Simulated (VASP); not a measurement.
## Sb: single point with PBEsol+D3(BJ)

Sb:

```
Sb
1.0
     3.35453    0.00000    0.00000
    -1.67727    2.90511    0.00000
     0.00000    0.00000    5.47016
Sb
2
Cartesian
  1.6773 0.9684 4.1026
  0.0000 1.9367 1.3675
```

```
Program                : VASP 6.6.1
Task                   : single point
Functional             : PBEsol
Dispersion             : D3(BJ)
Potentials or basis    : VASP PAW PBE potentials, release 64 (Sb)
Cutoff                 : 520 eV
k mesh                 : 9 × 9 × 5
Occupations            : fermi-dirac, width 0.05 eV
Spin                   : no spin polarisation
Dipole correction      : no
Further INCAR settings : ALGO = Normal; EDIFF = 1e-06; NBANDS = 12
```

The pressure is -4.9 GPa and the band gap on the k mesh is zero (band 5 reaches 12.67 eV, above the bottom of band 6 at 5.74 eV). The dispersion energy per atom is -0.512 eV.

Stress tensor (GPa, compression positive):
```
-4.76  0.00  0.00
 0.00 -4.76  0.00
 0.00  0.00 -5.06
```

Levels at points of the mesh, in eV from the Fermi level:
```
           k point  band 2  band 3  band 4  band 5  band 6  band 7  band 8  band 9
(0.00, 0.00, 0.00)   -9.09   -5.79    3.70    3.70    5.35    5.35    5.59    7.83
```

Wall time 11 s on 1 thread of Intel Xeon 6975P-C (shared host), peak memory 0.18 GiB.

Caveat: three body term missing; the PAW data sets were made with another functional, which shifts forces and pressure a little; spin-orbit coupling is left out, which moves the levels of the heavy elements; pairwise dispersion overbinds metals, which lowers pressure and volume.
